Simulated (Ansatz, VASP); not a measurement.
# Two plane-wave programs on BN

```
B N
1.0
     2.50293    0.00000    0.00000
    -1.25146    2.16760    0.00000
     0.00000    0.00000    4.34686
B N
2 2
Cartesian
  1.2515 0.7225 4.3460
  0.0000 1.4451 2.1726
  1.2515 0.7225 2.7177
  0.0000 1.4451 0.5442
```

Alike in both runs: task single point; functional r2SCAN; k mesh 12 × 12 × 6; occupations gaussian, width 0.05 eV; no spin polarisation.

|  | VASP | Ansatz |
| --- | --- | --- |
| version | VASP 6.6.1 | Ansatz 0.2.0 |
| potentials or method | VASP PAW PBE potentials, release 64 (B, N), cutoff 520 eV | scalar-relativistic, plane waves, PAW |
| valence electrons in the cell | 16 | 16 |

Ansatz gave:

```
gap on the k mesh at the Fermi level (eV)                     : 5.56
least direct gap on the mesh (eV)                             : 7.65
pressure (GPa)                                                : 1.1
traceless stress, the component that is largest in VASP (GPa) : -31.68
rms of the force components (eV/Å)                            : 0.072
```

Estimate VASP's values.

gap on the k mesh at the Fermi level (eV): 5.53; least direct gap on the mesh (eV): 7.63; pressure (GPa): 2.2; traceless stress, the component that is largest in VASP (GPa): -31.88; rms of the force components (eV/Å): 0.062.

VASP's potentials were made for PBE, not for r2SCAN. Atom by atom the forces differ by 0.010 eV/Å (rms over components).
